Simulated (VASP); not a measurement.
Here is a VASP 6.6.1 calculation.

INCAR

```
PREC     = Accurate       # precision mode
ENCUT    = 520            # plane-wave cutoff, eV
EDIFF    = 1E-6           # SCF threshold, eV
ISMEAR   = 0              # smearing method
SIGMA    = 0.01           # smearing width, eV
LREAL    = F              # projectors in reciprocal space
LASPH    = T              # aspherical terms in the spheres
NELM     = 60             # most SCF steps
ALGO     = Normal         # electronic algorithm
ISIF     = 2              # what is computed and relaxed
LWAVE    = F              # write WAVECAR
LCHARG   = F              # write CHGCAR
GGA      = CA             # functional
IBRION   = 2              # ionic algorithm
NSW      = 50             # ionic steps
EDIFFG   = -0.002         # ionic threshold
```

Contents of KPOINTS:

```
Automatic mesh
0
Gamma
  8 8 8
```

The input POSCAR:

```
HfO2
1.0
    0.0125026904      2.5067894170      2.5067894170
    2.5067894170      0.0125026904      2.5067894170
    2.5067894170      2.5067894170      0.0125026904
Hf O
1 2
Direct
    0.0000000000      0.0000000000      0.0000000000
    0.2500000000      0.2500000000      0.2500000000
    0.7500000000      0.7500000000      0.7500000000
```

Potentials or basis: VASP PAW LDA potentials, release 64 (Hf_pv, O).

The run is started by

```bash
$ cat potpaw_LDA.64/Hf_pv/POTCAR potpaw_LDA.64/O/POTCAR > POTCAR
$ mpirun -np 1 vasp_std > vasp.out
```

**Question.** Estimate the energy gained by relaxing.

**Answer.** 0.1 meV/atom.

**Question.** Predict the band gap on the k mesh.

**Answer.** 3.70 eV, direct.

Stress tensor (GPa, compression positive):
```
-3.22 -0.37 -0.37
-0.37 -3.22 -0.37
-0.37 -0.37 -3.22
```

Caveat: the cell differs from its parent crystal (equal xy, yz and zx engineering shears of +0.5 %); spin-orbit coupling is left out, which moves the levels of the heavy elements. A k mesh can miss the band edges.
